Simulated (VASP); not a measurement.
# AgI (F-43m) in VASP: relaxation of cell and atoms with LDA

Aim: the relaxation of cell and atoms of AgI with LDA.

Program: VASP 6.6.1. These are calculated values, not measurements. Logs are shortened: lines on timing, memory, paths and dates and some standing lists are left out, and cuts for length are marked.

### 1 The cell of the first run

It takes space group F-43m (No. 216, cubic). The conventional cell has a = 6.632 Å, b = 6.632 Å, c = 6.632 Å, α = 90.00°, β = 90.00°, γ = 90.00°. Within 3.8 Å of Ag (site symmetry -43m) lie 4 I at 2.87 Å. Within 3.8 Å of I (site symmetry -43m) lie 4 Ag at 2.87 Å.

### 2 Relaxation of cell and atoms, LDA

Input file INCAR:

```
PREC = Accurate ; ENCUT = 500
EDIFF = 1E-7 ; ISMEAR = -1
SIGMA = 0.02 ; LREAL = False
LASPH = True ; NELM = 120
ALGO = Normal ; ISIF = 3
LWAVE = False ; LCHARG = False
IBRION = 2 ; NSW = 80
EDIFFG = -0.005 ; GGA_COMPAT = False
NELMIN = 4
```

Input file KPOINTS:

```
Automatic mesh
0
Gamma
  6 6 6
```

Input file POSCAR:

```
AgI
1.0
    0.0000000000      3.3158714970      3.3158714970
    3.3158714970      0.0000000000      3.3158714970
    3.3158714970      3.3158714970      0.0000000000
Ag I
1 1
Direct
    0.0000000000      0.0000000000      0.0000000000
    0.2500000000      0.2500000000      0.2500000000
```

Potentials or basis: VASP PAW LDA potentials, release 64 (Ag, I).

Run with:

```console
$ cat potpaw_LDA.64/Ag/POTCAR potpaw_LDA.64/I/POTCAR > POTCAR
$ mpirun -np 1 vasp_std > vasp.out
```

OUTCAR:

```text
PREC = Accurate
   ENCUT = 500
   EDIFF = 1E-7
   ISMEAR = -1
   LREAL = False
   LASPH = True
   NELM = 120
   ISIF = 3
   IBRION = 2
   NSW = 80
   EDIFFG = -0.005
   NELMIN = 4

 ion  position               nearest neighbor table
   1  0.000  0.000  0.000-   2 2.87   2 2.87   2 2.87   2 2.87
   2  0.250  0.250  0.250-   1 2.87   1 2.87   1 2.87   1 2.87

  LATTYP: Found a face centered cubic cell.
 ALAT       =     6.6317429940

  Lattice vectors:

 A1 = (   0.0000000000,   3.3158714970,   3.3158714970)
 A2 = (   3.3158714970,   0.0000000000,   3.3158714970)
 A3 = (   3.3158714970,   3.3158714970,   0.0000000000)

Analysis of symmetry for initial positions (statically):
=====================================================================
 Subroutine PRICEL returns:
 Original cell was already a primitive cell.

 Routine SETGRP: Setting up the symmetry group for a
 face centered cubic supercell.

 Subroutine GETGRP returns: Found 24 space group operations
 (whereof 24 operations were pure point group operations)
 out of a pool of 48 trial point group operations.

The static configuration has the point symmetry T_d .

Analysis of symmetry for dynamics (positions and initial velocities):
=====================================================================
 Subroutine PRICEL returns:
 Original cell was already a primitive cell.

 Routine SETGRP: Setting up the symmetry group for a
 face centered cubic supercell.

 Subroutine GETGRP returns: Found 24 space group operations
 (whereof 24 operations were pure point group operations)
 out of a pool of 48 trial point group operations.

The dynamic configuration has the point symmetry T_d .

 Subroutine INISYM returns: Found 24 space group operations
 (whereof 24 operations are pure point group operations),
 and found     1 'primitive' translations

----------------------------------------------------------------------------------------

                                     Primitive cell

  volume of cell :      72.9160

  direct lattice vectors                    reciprocal lattice vectors
     0.000000000  3.315871497  3.315871497    -0.150789921  0.150789921  0.150789921
     3.315871497  0.000000000  3.315871497     0.150789921 -0.150789921  0.150789921
     3.315871497  3.315871497  0.000000000     0.150789921  0.150789921 -0.150789921

  length of vectors
     4.689350442  4.689350442  4.689350442     0.261175804  0.261175804  0.261175804

  position of ions in fractional coordinates (direct lattice)
     0.000000000  0.000000000  0.000000000
     0.250000000  0.250000000  0.250000000

  ion indices of the primitive-cell ions
   primitive index   ion index
                 1           1
                 2           2

----------------------------------------------------------------------------------------

 KPOINTS: Automatic mesh

Automatic generation of k-mesh.
 Grid dimensions read from file:
 generate k-points for:    6    6    6

 Generating k-lattice:

  Cartesian coordinates                     Fractional coordinates (reciprocal lattice)
    -0.025131653  0.025131653  0.025131653     0.166666667  0.000000000  0.000000000
     0.025131653 -0.025131653  0.025131653     0.000000000  0.166666667  0.000000000
     0.025131653  0.025131653 -0.025131653     0.000000000  0.000000000  0.166666667

  Length of vectors
     0.043529301  0.043529301  0.043529301

  Shift w.r.t. Gamma in fractional coordinates (k-lattice)
     0.000000000  0.000000000  0.000000000

 Subroutine IBZKPT returns following result:
 ===========================================

 Found     16 irreducible k-points:

 Following reciprocal coordinates:
            Coordinates               Weight
  0.000000  0.000000  0.000000      1.000000
  0.166667  0.000000  0.000000      8.000000
  0.333333  0.000000  0.000000      8.000000
  0.500000  0.000000  0.000000      4.000000
  0.166667  0.166667  0.000000      6.000000
  0.333333  0.166667  0.000000     24.000000
[... 8 lines left out ...]
 -0.333333  0.333333  0.166667     24.000000
 -0.333333  0.500000  0.166667     12.000000
   k-points           NKPTS =     16   k-points in BZ     NKDIM =     16   number of bands    NBANDS=     13
   number of dos      NEDOS =    301   number of ions     NIONS =      2
   total plane-waves  NPLWV =  46656
   dimension x,y,z NGX =    36 NGY =   36 NGZ =   36
   dimension x,y,z NGXF=    72 NGYF=   72 NGZF=   72
   ions per type =               1   1
   NGX,Y,Z   is equivalent  to a cutoff of  12.76, 12.76, 12.76 a.u.
   NGXF,Y,Z  is equivalent  to a cutoff of  25.53, 25.53, 25.53 a.u.
 SYSTEM =  unknown system
   PREC   = accura    normal or accurate (medium, high low for compatibility)
   ISTART =      0    job   : 0-new  1-cont  2-samecut
   ICHARG =      2    charge: 1-file 2-atom 10-const
   ISPIN  =      1    spin polarized calculation?
   LNONCOLLINEAR =      F non collinear calculations
   LSORBIT =      F    spin-orbit coupling
   LASPH  =      T    aspherical Exc in radial PAW
   ENCUT  =  500.0 eV  36.75 Ry    6.06 a.u.   8.55  8.55  8.55*2*pi/ulx,y,z
   NELM   =    120;   NELMIN=  4; NELMDL= -5     # of ELM steps
   EDIFF  = 0.1E-06   stopping-criterion for ELM
   LREAL  =      F    real-space projection
   EDIFFG = -.5E-02   stopping-criterion for IOM
   NSW    =     80    number of steps for IOM
   IBRION =      2    ionic relax: 0-MD 1-quasi-New 2-CG
   NFREE  =      1    steps in history (QN), initial steepest desc. (CG)
   ISIF   =      3    stress and relaxation
   ISYM   =      2    0-nonsym 1-usesym 2-fastsym
   POTIM  = 0.5000    time-step for ionic-motion
   TEBEG  =    0.0;   TEEND  =   0.0 temperature during run
   PSTRESS=    0.0 pullay stress
   NELECT =      18.0000    total number of electrons
   NUPDOWN=      -1.0000    fix difference up-down
   EMIN   =  10.00;   EMAX   =-10.00  energy-range for DOS
   EFERMI =   0.00;   METHOD = LEGACY
   ISMEAR =    -1;   SIGMA  =   0.02  broadening in eV -4-tet -1-fermi 0-gaus
   EFERMI_NEDOS =   21; number of points for ismear=-14 and -15
   IALGO  =     38    algorithm
   IMIX   =      4    mixing-type and parameters
     AMIX     =   0.40;   BMIX     =  1.00
     AMIX_MAG =   1.60;   BMIX_MAG =  1.00
  volume/ion in A,a.u.               =      36.46       246.03
  Fermi-wavevector in a.u.,A,eV,Ry     =   1.026971  1.940693 14.349635  1.054668
  Thomas-Fermi vector in A             =   2.160891
   LORBIT       =      0    0 simple, 1 ext, 2 COOP (PROOUT), +10 PAW based schemes
   GGA     = CA    functional components
   LHFCALC =     F    Hartree Fock is set to
   AEXX    =    0.0000 exact exchange contribution
   IVDW    =     0    specifies the selected vdW correction
   LEPSILON=     F    determine dielectric tensor
   LRPA    =     F    only Hartree local field effects (RPA)
 conjugate gradient relaxation of ions
 non-spin polarized calculation
  energy-cutoff  :      500.00
  volume of cell :       72.92
 maximum number of plane-waves:      1874
 NGX is ok and might be reduce to    36
   NGX = 17   NGY = 17   NGZ = 17

--------------------------------------- Ionic step        1  -------------------------------------------

 number of electron      18.0000004 magnetization

 Free energy of the ion-electron system (eV)
  ---------------------------------------------------
  ext. energy  EPLUGINS =         0.00000000
  ---------------------------------------------------
  free energy    TOTEN  =        -6.00069920 eV

  energy without entropy =       -6.00069920  energy(sigma->0) =       -6.00069920

------------------------ aborting loop because EDIFF is reached ----------------------------------------

  FORCE on cell =-STRESS in cart. coord.  units (eV):
  Direction    XX          YY          ZZ          XY          YZ          ZX
  --------------------------------------------------------------------------------------
  -------------------------------------------------------------------------------------
  Total       -1.7319688     -1.7319688     -1.7319688      0.0000000      0.0000000      0.0000000
  in kB      -38.0563881    -38.0563881    -38.0563881      0.0000000      0.0000000      0.0000000
  external PRESSURE =     -38.0563881 kB  Pullay stress =       0.0000000 kB

 VOLUME and BASIS-vectors are now :
 -----------------------------------------------------------------------------
  energy-cutoff  :      500.00
  volume of cell :       72.92
      direct lattice vectors                 reciprocal lattice vectors
     0.000000000  3.315871497  3.315871497    -0.150789921  0.150789921  0.150789921
     3.315871497  0.000000000  3.315871497     0.150789921 -0.150789921  0.150789921
     3.315871497  3.315871497  0.000000000     0.150789921  0.150789921 -0.150789921

 POSITION                                       TOTAL-FORCE (eV/Angst)
 -----------------------------------------------------------------------------------
      0.00000      0.00000      0.00000        -0.000000     -0.000000     -0.000000
      1.65794      1.65794      1.65794         0.000000      0.000000      0.000000
 -----------------------------------------------------------------------------------
    total drift:                                0.000000      0.000000      0.000000

  FREE ENERGIE OF THE ION-ELECTRON SYSTEM (eV)
  ---------------------------------------------------
  free  energy   TOTEN  =        -6.0006991977 eV
[... 53 lines left out ...]
 VOLUME and BASIS-vectors are now :
 -----------------------------------------------------------------------------
  energy-cutoff  :      500.00
  volume of cell :       63.97
      direct lattice vectors                 reciprocal lattice vectors
     0.000000000  3.174293990  3.174293990    -0.157515341  0.157515341  0.157515341
     3.174293990  0.000000000  3.174293990     0.157515341 -0.157515341  0.157515341
     3.174293990  3.174293990  0.000000000     0.157515341  0.157515341 -0.157515341

 POSITION                                       TOTAL-FORCE (eV/Angst)
 -----------------------------------------------------------------------------------
      0.00000      0.00000      0.00000         0.000000     -0.000000     -0.000000
      1.58715      1.58715      1.58715        -0.000000      0.000000      0.000000
 -----------------------------------------------------------------------------------
    total drift:                               -0.000000     -0.000000     -0.000000

  FREE ENERGIE OF THE ION-ELECTRON SYSTEM (eV)
  ---------------------------------------------------
  free  energy   TOTEN  =        -6.1230479434 eV

  energy  without entropy=       -6.1230479434  energy(sigma->0) =       -6.12304794

--------------------------------------- Ionic step        4  -------------------------------------------

 number of electron      18.0000002 magnetization

 Free energy of the ion-electron system (eV)
  ---------------------------------------------------
  ext. energy  EPLUGINS =         0.00000000
  ---------------------------------------------------
  free energy    TOTEN  =        -6.12304766 eV

  energy without entropy =       -6.12304766  energy(sigma->0) =       -6.12304766

 E-fermi :   4.1359     XC(G=0):  -9.1595

 val. band max:        3.7122740682   @ k =   0.0000   0.0000   0.0000
 cond. band min:       4.8041582142   @ k =   0.0000   0.0000   0.0000
 fundamental gap:      1.0918841460
 Fermi energy:         4.1359131889

 k-point     1 :       0.0000    0.0000    0.0000
  band No.  band energies     occupation
      1      -9.5455      2.00000
      2      -0.9810      2.00000
      3      -0.9810      2.00000
      4      -0.9810      2.00000
      5       0.2685      2.00000
      6       0.2685      2.00000
      7       3.7123      2.00000
      8       3.7123      2.00000
      9       3.7123      2.00000
     10       4.8042      0.00000
     11       9.2228      0.00000
     12       9.2228      0.00000
     13       9.2228      0.00000

 k-point     2 :       0.1667    0.0000    0.0000
  band No.  band energies     occupation
      1      -9.4611      2.00000
      2      -1.0314      2.00000
      3      -0.9301      2.00000
      4      -0.9301      2.00000
      5       0.2616      2.00000
      6       0.2616      2.00000
      7       2.5276      2.00000
      8       3.4937      2.00000
      9       3.4937      2.00000
     10       5.7736      0.00000
     11       8.9785      0.00000
     12       9.5284      0.00000
     13       9.5284      0.00000
[... 235 lines left out ...]
 VOLUME and BASIS-vectors are now :
 -----------------------------------------------------------------------------
  energy-cutoff  :      500.00
  volume of cell :       63.97
      direct lattice vectors                 reciprocal lattice vectors
    -0.000000000  3.174280578  3.174280578    -0.157516006  0.157516006  0.157516006
     3.174280578  0.000000000  3.174280578     0.157516006 -0.157516006  0.157516006
     3.174280578  3.174280578  0.000000000     0.157516006  0.157516006 -0.157516006

 POSITION                                       TOTAL-FORCE (eV/Angst)
 -----------------------------------------------------------------------------------
      3.17428      3.17428      6.34856        -0.000000      0.000000      0.000000
      1.58714      1.58714      1.58714         0.000000     -0.000000     -0.000000
 -----------------------------------------------------------------------------------
    total drift:                               -0.000000     -0.000000     -0.000000

  FREE ENERGIE OF THE ION-ELECTRON SYSTEM (eV)
  ---------------------------------------------------
  free  energy   TOTEN  =        -6.1230476568 eV

  energy  without entropy=       -6.1230476568  energy(sigma->0) =       -6.12304766

 reached required accuracy - stopping structural energy minimisation
```

It took 40 s on 1 thread of Intel Xeon Platinum 8488C (Sapphire Rapids), shared host; peak memory 0.18 GiB.

What came out:

```yaml
Free_energy: -6.1230 eV
Relaxed_volume: 31.98 Å³/atom
Relaxed_cell: a = 4.489 Å, b = 4.489 Å, c = 4.489 Å, α = 60.00°, β = 60.00°, γ = 60.00°
Space_group_after_relaxing_to_0.05_Å: F-43m (No. 216)
Energy_gained_by_relaxing: 61.2 meV/atom
Ionic_steps: 4
Pressure_after_relaxing: 0.0 GPa
Band_gap_on_the_k_mesh: 1.09 eV, direct
```

Step by step:
```tsv
step	energy change (eV)	largest force (eV/Å)	pressure (GPa)	volume (Å³)
1	0.0000	0.0000	-3.81	72.92
2	-0.1223	0.0000	-0.12	64.15
3	-0.1223	0.0000	-0.04	63.97
4	-0.1223	0.0000	0.00	63.97
```

Final structure:
```
Ag I
1.0
     0.00000    3.17428    3.17428
     3.17428    0.00000    3.17428
     3.17428    3.17428    0.00000
Ag I
1 1
Direct
  0.00000 0.00000 0.00000
  0.25000 0.25000 0.25000
```

Caveat: spin-orbit coupling is left out, which moves the levels of the heavy elements; the volume moved by -12 % from the deposited cell, more than functionals usually miss. LDA usually gives volumes a few per cent too small.
